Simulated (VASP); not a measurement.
# BaTiO3 (P4mm) in VASP: notebook

Runs on BaTiO3. Level: r2SCAN. Tasks: relaxation of shape and atoms at fixed volume.

All numbers are computed with VASP 6.6.1; they aren't measurements. Logs are shortened: lines on timing, memory, paths and dates and some standing lists are left out, and cuts for length are marked.

## (1) The cell of the first run

The structure is tetragonal, space group P4mm (No. 99). The conventional cell has a = 4.028 Å, b = 4.028 Å, c = 4.400 Å, α = 90.00°, β = 90.00°, γ = 90.00°. Ba (site symmetry 4mm) has 12 O at 2.85 to 3.12 Å and 8 Ti at 3.56 to 3.64 Å within 3.8 Å. Ti (site symmetry 4mm) has 5 O at 1.81 to 2.03 Å within 2.4 Å. O (site symmetry 4mm) has 1 Ti at 1.81 Å within 2.4 Å. Within 2.7 Å of O (site symmetry 2mm) lie 2 Ti at 2.03 Å.

## (2) Relaxation of shape and atoms at fixed volume, r2SCAN (14.28 Å³/atom)

POSCAR reads:

```
BaTiO3
1.0
    4.0279890696      0.0000000000      0.0000000000
    0.0000000000      4.0279890696      0.0000000000
    0.0000000000      0.0000000000      4.3996763614
Ba Ti O
1 1 3
Direct
    0.0000000000      0.0000000000     -0.0198043248
    0.5000000000      0.5000000000      0.4647966984
    0.5000000000      0.5000000000      0.0535029552
    0.5000000000      0.0000000000      0.5222523355
    0.0000000000      0.5000000000      0.5222523355
```

INCAR.step1 reads:

```
SYSTEM = BaTiO3
  PREC = Accurate
  ENCUT = 600
  ISMEAR = 0
  SIGMA = 0.02
  LREAL = .False.
  LASPH = .True.
  NELM = 100
  GGA = PE
  ALGO = Normal
  EDIFF = 1E-4
  LWAVE = .True.
  LCHARG = .False.
```

INCAR.step2 reads:

```
SYSTEM = BaTiO3
  PREC = Accurate
  ENCUT = 600
  EDIFF = 1E-6
  ISMEAR = 0
  SIGMA = 0.02
  LREAL = .False.
  LASPH = .True.
  NELM = 100
  ALGO = Normal
  ISIF = 4
  LWAVE = .False.
  LCHARG = .False.
  METAGGA = R2SCAN
  LMIXTAU = .True.
  IBRION = 2
  NSW = 50
  EDIFFG = -0.01
  ISTART = 1
```

KPOINTS reads:

```
Automatic mesh
0
Gamma
  8 8 8
  0 0 0
```

Potentials or basis: VASP PAW PBE potentials, release 64 (Ba_sv, Ti_sv, O).

The run is started by

```
$ cat potpaw_PBE.64/Ba_sv/POTCAR potpaw_PBE.64/Ti_sv/POTCAR potpaw_PBE.64/O/POTCAR > POTCAR
$ cp INCAR.step1 INCAR
$ mpirun -np 1 vasp_std > vasp.out
$ cp INCAR.step2 INCAR
$ mpirun -np 1 vasp_std > vasp.out
```

OUTCAR:

```text
SYSTEM = BaTiO3
   PREC = Accurate
   ENCUT = 600
   EDIFF = 1E-6
   ISMEAR = 0
   LREAL = .False.
   LASPH = .True.
   NELM = 100
   ISIF = 4
   METAGGA = R2SCAN
   IBRION = 2
   NSW = 50
   EDIFFG = -0.01
   ISTART = 1

 ion  position               nearest neighbor table
   1  0.000  0.000  0.980-   4 2.85   5 2.85   5 2.85   4 2.85   3 2.87   3 2.87   3 2.87   3 2.87
                             4 3.12   5 3.12   5 3.12   4 3.12   2 3.56   2 3.56   2 3.56   2 3.56
   2  0.500  0.500  0.465-   3 1.81   4 2.03   5 2.03   4 2.03   5 2.03   1 3.56   1 3.56   1 3.56
                             1 3.56   1 3.64   1 3.64   1 3.64   1 3.64
   3  0.500  0.500  0.054-   2 1.81   1 2.87   1 2.87   1 2.87   1 2.87
   4  0.500  0.000  0.522-   2 2.03   2 2.03   1 2.85   1 2.85   1 3.12   1 3.12
   5  0.000  0.500  0.522-   2 2.03   2 2.03   1 2.85   1 2.85   1 3.12   1 3.12

  LATTYP: Found a simple tetragonal cell.
 ALAT       =     4.0279890696
 C/A-ratio  =     1.0922761421

  Lattice vectors:

 A1 = (   4.0279890696,   0.0000000000,   0.0000000000)
 A2 = (   0.0000000000,   4.0279890696,   0.0000000000)
 A3 = (   0.0000000000,   0.0000000000,   4.3996763614)

Analysis of symmetry for initial positions (statically):
=====================================================================
 Subroutine PRICEL returns:
 Original cell was already a primitive cell.

 Routine SETGRP: Setting up the symmetry group for a
 simple tetragonal supercell.

 Subroutine GETGRP returns: Found  8 space group operations
 (whereof  8 operations were pure point group operations)
 out of a pool of 16 trial point group operations.

The static configuration has the point symmetry C_4v.

Analysis of symmetry for dynamics (positions and initial velocities):
=====================================================================
 Subroutine PRICEL returns:
 Original cell was already a primitive cell.

 Routine SETGRP: Setting up the symmetry group for a
 simple tetragonal supercell.

 Subroutine GETGRP returns: Found  8 space group operations
 (whereof  8 operations were pure point group operations)
 out of a pool of 16 trial point group operations.

The dynamic configuration has the point symmetry C_4v.

 Subroutine INISYM returns: Found  8 space group operations
 (whereof  8 operations are pure point group operations),
 and found     1 'primitive' translations

----------------------------------------------------------------------------------------

                                     Primitive cell

  volume of cell :      71.3834

  direct lattice vectors                    reciprocal lattice vectors
     4.027989070  0.000000000  0.000000000     0.248262839  0.000000000  0.000000000
     0.000000000  4.027989070  0.000000000     0.000000000  0.248262839  0.000000000
     0.000000000  0.000000000  4.399676361     0.000000000  0.000000000  0.227289445

  length of vectors
     4.027989070  4.027989070  4.399676361     0.248262839  0.248262839  0.227289445

  position of ions in fractional coordinates (direct lattice)
     0.000000000  0.000000000  0.980195675
     0.500000000  0.500000000  0.464796698
     0.500000000  0.500000000  0.053502955
     0.500000000  0.000000000  0.522252335
     0.000000000  0.500000000  0.522252335

  ion indices of the primitive-cell ions
   primitive index   ion index
                 1           1
                 2           2
                 3           3
                 4           4
                 5           5

----------------------------------------------------------------------------------------

 KPOINTS: Automatic mesh

Automatic generation of k-mesh.
 Grid dimensions read from file:
 generate k-points for:    8    8    8

 Generating k-lattice:

  Cartesian coordinates                     Fractional coordinates (reciprocal lattice)
     0.031032855  0.000000000  0.000000000     0.125000000  0.000000000  0.000000000
     0.000000000  0.031032855  0.000000000     0.000000000  0.125000000  0.000000000
     0.000000000  0.000000000  0.028411181     0.000000000  0.000000000  0.125000000

  Length of vectors
     0.031032855  0.031032855  0.028411181

  Shift w.r.t. Gamma in fractional coordinates (k-lattice)
     0.000000000  0.000000000  0.000000000

 Subroutine IBZKPT returns following result:
 ===========================================

 Found     75 irreducible k-points:

 Following reciprocal coordinates:
            Coordinates               Weight
  0.000000  0.000000  0.000000      1.000000
  0.125000  0.000000  0.000000      4.000000
  0.250000  0.000000  0.000000      4.000000
  0.375000  0.000000  0.000000      4.000000
  0.500000  0.000000  0.000000      2.000000
  0.125000  0.125000  0.000000      4.000000
[... 16 lines left out ...]
  0.375000  0.125000  0.125000     16.000000
  0.500000  0.125000  0.125000      8.000000
 [... further k-points ...]
   k-points           NKPTS =     75   k-points in BZ     NKDIM =     75   number of bands    NBANDS=     24
   number of dos      NEDOS =    301   number of ions     NIONS =      5
   total plane-waves  NPLWV =  36864
   dimension x,y,z NGX =    32 NGY =   32 NGZ =   36
   dimension x,y,z NGXF=    64 NGYF=   64 NGZF=   72
   ions per type =               1   1   3
   NGX,Y,Z   is equivalent  to a cutoff of  13.21, 13.21, 13.60 a.u.
   NGXF,Y,Z  is equivalent  to a cutoff of  26.41, 26.41, 27.21 a.u.
 SYSTEM =  BaTiO3
   PREC   = accura    normal or accurate (medium, high low for compatibility)
   ISTART =      1    job   : 0-new  1-cont  2-samecut
   ICHARG =      0    charge: 1-file 2-atom 10-const
   ISPIN  =      1    spin polarized calculation?
   LNONCOLLINEAR =      F non collinear calculations
   LSORBIT =      F    spin-orbit coupling
   LASPH  =      T    aspherical Exc in radial PAW
   ENCUT  =  600.0 eV  44.10 Ry    6.64 a.u.   8.04  8.04  8.79*2*pi/ulx,y,z
   NELM   =    100;   NELMIN=  2; NELMDL=  0     # of ELM steps
   EDIFF  = 0.1E-05   stopping-criterion for ELM
   LREAL  =      F    real-space projection
   EDIFFG = -.1E-01   stopping-criterion for IOM
   NSW    =     50    number of steps for IOM
   IBRION =      2    ionic relax: 0-MD 1-quasi-New 2-CG
   NFREE  =      1    steps in history (QN), initial steepest desc. (CG)
   ISIF   =      4    stress and relaxation
   ISYM   =      2    0-nonsym 1-usesym 2-fastsym
   POTIM  = 0.5000    time-step for ionic-motion
   TEBEG  =    0.0;   TEEND  =   0.0 temperature during run
   PSTRESS=    0.0 pullay stress
   NELECT =      40.0000    total number of electrons
   NUPDOWN=      -1.0000    fix difference up-down
   EMIN   =  10.00;   EMAX   =-10.00  energy-range for DOS
   EFERMI =   0.00;   METHOD = LEGACY
   ISMEAR =     0;   SIGMA  =   0.02  broadening in eV -4-tet -1-fermi 0-gaus
   EFERMI_NEDOS =   21; number of points for ismear=-14 and -15
   IALGO  =     38    algorithm
   IMIX   =      4    mixing-type and parameters
     AMIX     =   0.40;   BMIX     =  1.00
     AMIX_MAG =   1.60;   BMIX_MAG =  1.00
  volume/ion in A,a.u.               =      14.28        96.34
  Fermi-wavevector in a.u.,A,eV,Ry     =   1.349675  2.550515 24.784664  1.821621
  Thomas-Fermi vector in A             =   2.477242
   LORBIT       =      0    0 simple, 1 ext, 2 COOP (PROOUT), +10 PAW based schemes
   METAGGA = R2SCAN    functional components
   LHFCALC =     F    Hartree Fock is set to
   AEXX    =    0.0000 exact exchange contribution
   IVDW    =     0    specifies the selected vdW correction
   LEPSILON=     F    determine dielectric tensor
   LRPA    =     F    only Hartree local field effects (RPA)
 conjugate gradient relaxation of ions
 non-spin polarized calculation
 Gauss-broadening in eV      SIGMA  =   0.02
  energy-cutoff  :      600.00
  volume of cell :       71.38
 maximum number of plane-waves:      2424
   NGX = 17   NGY = 17   NGZ = 17

--------------------------------------- Ionic step        1  -------------------------------------------

 number of electron      40.0000007 magnetization

 Free energy of the ion-electron system (eV)
  ---------------------------------------------------
  ext. energy  EPLUGINS =         0.00000000
  ---------------------------------------------------
  free energy    TOTEN  =       -74.13249180 eV

  energy without entropy =      -74.13249180  energy(sigma->0) =      -74.13249180

------------------------ aborting loop because EDIFF is reached ----------------------------------------

  FORCE on cell =-STRESS in cart. coord.  units (eV):
  Direction    XX          YY          ZZ          XY          YZ          ZX
  --------------------------------------------------------------------------------------
  -------------------------------------------------------------------------------------
  Total       -3.8479865     -3.8479865     -3.6357907      0.0000000      0.0000000      0.0000000
  in kB      -86.3667994    -86.3667994    -81.6041333      0.0000000      0.0000000      0.0000000
  external PRESSURE =     -84.7792440 kB  Pullay stress =       0.0000000 kB
[... 98 lines left out ...]
  FREE ENERGIE OF THE ION-ELECTRON SYSTEM (eV)
  ---------------------------------------------------
  free  energy   TOTEN  =       -74.1367586238 eV

  energy  without entropy=      -74.1367586238  energy(sigma->0) =      -74.13675862

[... ionic steps 4 to 8 ...]

--------------------------------------- Ionic step        9  -------------------------------------------

 number of electron      39.9999986 magnetization

------------------------ aborting loop because EDIFF is reached ----------------------------------------

  FORCE on cell =-STRESS in cart. coord.  units (eV):
  Direction    XX          YY          ZZ          XY          YZ          ZX
  --------------------------------------------------------------------------------------
  -------------------------------------------------------------------------------------
  Total       -2.8092746     -2.8092746     -2.7290282      0.0000000      0.0000000      0.0000000
  in kB      -63.0532501    -63.0532501    -61.2521466      0.0000000      0.0000000      0.0000000
  external PRESSURE =     -62.4528823 kB  Pullay stress =       0.0000000 kB
[... 63 lines left out ...]
  energy  without entropy=      -74.1457503475  energy(sigma->0) =      -74.14575035

--------------------------------------- Ionic step       11  -------------------------------------------

 number of electron      39.9999986 magnetization

 Free energy of the ion-electron system (eV)
  ---------------------------------------------------
  ext. energy  EPLUGINS =         0.00000000
  ---------------------------------------------------
  free energy    TOTEN  =       -74.14601826 eV

  energy without entropy =      -74.14601826  energy(sigma->0) =      -74.14601826

 E-fermi :   3.4318     XC(G=0): -11.2576

 val. band max:        3.1781260821   @ k =   0.5000   0.5000   0.5000
 cond. band min:       5.3389150939   @ k =   0.0000   0.0000   0.0000
 fundamental gap:      2.1607890118
 Fermi energy:         3.4318096738

 k-point     1 :       0.0000    0.0000    0.0000
  band No.  band energies     occupation
      1     -55.8583      2.00000
      2     -31.2174      2.00000
      3     -30.9742      2.00000
      4     -30.9742      2.00000
      5     -23.1685      2.00000
      6     -14.8997      2.00000
[... 637 lines left out ...]
     23       6.9313      0.00000
     24       7.7358      0.00000

 [... further k-points ...]
[... 5 lines left out ...]
  --------------------------------------------------------------------------------------
  -------------------------------------------------------------------------------------
  Total       -2.7183697     -2.7183697     -2.7026652      0.0000000     -0.0000000      0.0000000
  in kB      -61.0129196    -61.0129196    -60.6604378      0.0000000     -0.0000000      0.0000000
  external PRESSURE =     -60.8954257 kB  Pullay stress =       0.0000000 kB
[... 20 lines left out ...]
  FREE ENERGIE OF THE ION-ELECTRON SYSTEM (eV)
  ---------------------------------------------------
  free  energy   TOTEN  =       -74.1460182644 eV

  energy  without entropy=      -74.1460182644  energy(sigma->0) =      -74.14601826

 reached required accuracy - stopping structural energy minimisation
```

It took 36 min on 1 thread of Oxide Virtual Turin-like, shared host; peak memory 0.3 GiB.

What came out:

```
Free energy                  : -74.1460 eV
Energy gained by relaxing    : 2.7 meV/atom
Ionic steps                  : 11
Pressure after relaxing      : -6.1 GPa
Largest force after relaxing : 0.003 eV/Å
Band gap on the k mesh       : 2.16 eV (least direct gap 2.89 eV)
```

Forces in eV/Å, atoms in the order of the input:
```
Ba   0.000  0.000 -0.003
Ti   0.000  0.000  0.001
O    0.000  0.000  0.002
O    0.000  0.000  0.000
O    0.000  0.000  0.000
```

Step by step:
```
step  energy change (eV)  largest force (eV/Å)  pressure (GPa)  volume (Å³)
   1              0.0000                0.3700           -8.48        71.38
   2             -0.0041                0.1940           -7.51        71.38
   3             -0.0043                0.1113           -7.68        71.38
   4             -0.0082                0.0478           -7.32        71.38
   5             -0.0102                0.0909           -6.78        71.38
   6             -0.0116                0.0688           -6.67        71.38
   7             -0.0120                0.0894           -6.55        71.38
   8             -0.0126                0.1552           -6.18        71.38
   9             -0.0126                0.1254           -6.25        71.38
  10             -0.0133                0.0647           -6.17        71.38
  11             -0.0135                0.0034           -6.09        71.38
```

Final structure:
```
Ba Ti O
1.0
     3.98118    0.00000    0.00000
     0.00000    3.98118    0.00000
     0.00000    0.00000    4.50375
Ba Ti O
1 1 3
Direct
  0.00000 0.00000 0.97159
  0.50000 0.50000 0.46002
  0.50000 0.50000 0.06319
  0.50000 0.00000 0.52410
  0.00000 0.50000 0.52410
```

Levels at points of the mesh, in eV from the valence-band top:
| k point | band 16 | band 17 | band 18 | band 19 | band 20 | band 21 | band 22 | band 23 | band 24 |
| --- | --- | --- | --- | --- | --- | --- | --- | --- | --- |
| (0.00, 0.00, 0.00) | -2.26 | -1.68 | -1.59 | -0.73 | -0.73 | 2.16 | 3.12 | 3.12 | 4.15 |
| (0.50, 0.00, 0.00) | -2.17 | -2.09 | -2.02 | -1.98 | -1.77 | 3.11 | 3.62 | 3.74 | 4.24 |
| (0.50, 0.50, 0.00) | -3.32 | -2.52 | -1.29 | -1.29 | -0.03 | 3.68 | 3.80 | 3.80 | 4.17 |
| (0.00, 0.00, 0.50) | -2.45 | -2.28 | -2.04 | -0.79 | -0.79 | 2.23 | 3.65 | 3.65 | 4.23 |
| (0.50, 0.00, 0.50) | -2.49 | -2.12 | -1.56 | -1.35 | -0.93 | 3.65 | 3.70 | 3.74 | 4.94 |
| (0.50, 0.50, 0.50) | -2.90 | -2.90 | -0.94 | -0.94 | 0.00 | 3.99 | 3.99 | 4.22 | 5.63 |

Caveat: the PAW data sets were made with another functional, which shifts forces and pressure a little; spin-orbit coupling is left out, which moves the levels of the heavy elements. A k mesh can miss the band edges.

## (3) Relaxation of shape and atoms at fixed volume, r2SCAN (12.59 Å³/atom)

This run uses another cell than the first one, of 12.59 Å³/atom.

POSCAR reads:

```
BaTiO3
1.0
    3.9321163355      0.0000000000      0.0000000000
    0.0000000000      3.9321163355      0.0000000000
    0.0000000000      0.0000000000      4.0712111673
Ba Ti O
1 1 3
Direct
    0.0000000000      0.0000000000     -0.0044104995
    0.5000000000      0.5000000000      0.4774906576
    0.5000000000      0.5000000000      0.0346021831
    0.5000000000      0.0000000000      0.5176588294
    0.0000000000      0.5000000000      0.5176588294
```

INCAR.step1 reads:

```
ALGO     = Normal         # electronic algorithm
EDIFF    = 1E-4           # SCF threshold, eV
ENCUT    = 600            # plane-wave cutoff, eV
GGA      = PE             # functional
ISMEAR   = 0              # smearing method
LASPH    = T              # aspherical terms in the spheres
LCHARG   = F              # write CHGCAR
LREAL    = F              # projectors in reciprocal space
LWAVE    = T              # write WAVECAR
NELM     = 60             # most SCF steps
PREC     = Accurate       # precision mode
SIGMA    = 0.02           # smearing width, eV
```

INCAR.step2 reads:

```
ALGO     = Normal         # electronic algorithm
EDIFF    = 1E-6           # SCF threshold, eV
EDIFFG   = -0.01          # ionic threshold
ENCUT    = 600            # plane-wave cutoff, eV
IBRION   = 2              # ionic algorithm
ISIF     = 4              # what is computed and relaxed
ISMEAR   = 0              # smearing method
ISTART   = 1            
LASPH    = T              # aspherical terms in the spheres
LCHARG   = F              # write CHGCAR
LMIXTAU  = T            
LREAL    = F              # projectors in reciprocal space
LWAVE    = F              # write WAVECAR
METAGGA  = R2SCAN         # meta-GGA
NELM     = 60             # most SCF steps
NSW      = 50             # ionic steps
PREC     = Accurate       # precision mode
SIGMA    = 0.02           # smearing width, eV
```

KPOINTS reads:

```
k-points
0
Gamma
  8 8 8
```

Potentials or basis: VASP PAW PBE potentials, release 64 (Ba_sv, Ti_sv, O).

The run is started by

```
$ cat potpaw_PBE.64/Ba_sv/POTCAR potpaw_PBE.64/Ti_sv/POTCAR potpaw_PBE.64/O/POTCAR > POTCAR
$ cp INCAR.step1 INCAR
$ mpirun -np 1 vasp_std > vasp.out
$ cp INCAR.step2 INCAR
$ mpirun -np 1 vasp_std > vasp.out
```

Run time: 37 min. Hardware: 1 thread of Oxide Virtual Turin-like, shared host; peak memory 0.28 GiB.

The run converged. Its results:

* Free energy: -74.2294 eV
* Energy gained by relaxing: 4.4 meV/atom
* Ionic steps: 8
* Pressure after relaxing: 5.3 GPa
* Largest force after relaxing: 0.009 eV/Å
* Band gap on the k mesh: 2.22 eV (least direct gap 2.52 eV)

Forces in eV/Å, atoms in the order of the input:
```
Ba   0.000  0.000  0.009
Ti   0.000  0.000 -0.007
O    0.000  0.000  0.004
O    0.000  0.000 -0.003
O    0.000  0.000 -0.003
```

The path:
```
step  energy change (eV)  largest force (eV/Å)  pressure (GPa)  volume (Å³)
   1              0.0000                0.5453            7.70        62.95
   2             -0.0111                0.1190            6.41        62.95
   3             -0.0111                0.1187            6.46        62.95
   4             -0.0179                0.0948            6.03        62.95
   5             -0.0207                0.0878            5.58        62.95
   6             -0.0207                0.0830            5.60        62.95
   7             -0.0218                0.0355            5.43        62.95
   8             -0.0221                0.0089            5.29        62.95
```

Final structure:
```xyz
5
Lattice="3.9634 0.0000 0.0000 0.0000 3.9634 0.0000 0.0000 0.0000 4.0072" Properties=species:S:1:pos:R:3 pbc="T T T"
Ba    0.0000    0.0000    0.0102
Ti    1.9817    1.9817    1.9634
O     1.9817    1.9817    0.0889
O     1.9817    0.0000    2.0603
O     0.0000    1.9817    2.0603
```

Levels at points of the mesh, in eV from the valence-band top:
```
           k point  band 17  band 18  band 19  band 20  band 21  band 22  band 23  band 24
(0.00, 0.00, 0.00)    -1.23    -0.34    -0.30    -0.30     2.22     2.41     2.41     4.41
(0.50, 0.00, 0.00)    -1.89    -1.76    -1.01    -0.91     2.55     3.99     4.02     4.45
(0.50, 0.50, 0.00)    -1.85    -0.98    -0.98    -0.09     4.04     4.04     4.47     5.18
(0.00, 0.00, 0.50)    -1.96    -1.96    -0.75    -0.75     2.37     3.99     3.99     4.41
(0.50, 0.00, 0.50)    -1.80    -0.95    -0.93    -0.21     4.00     4.01     4.42     5.34
(0.50, 0.50, 0.50)    -2.47    -0.12    -0.12     0.00     4.68     4.68     4.71     7.30
```

Caveat: the PAW data sets were made with another functional, which shifts forces and pressure a little; spin-orbit coupling is left out, which moves the levels of the heavy elements.
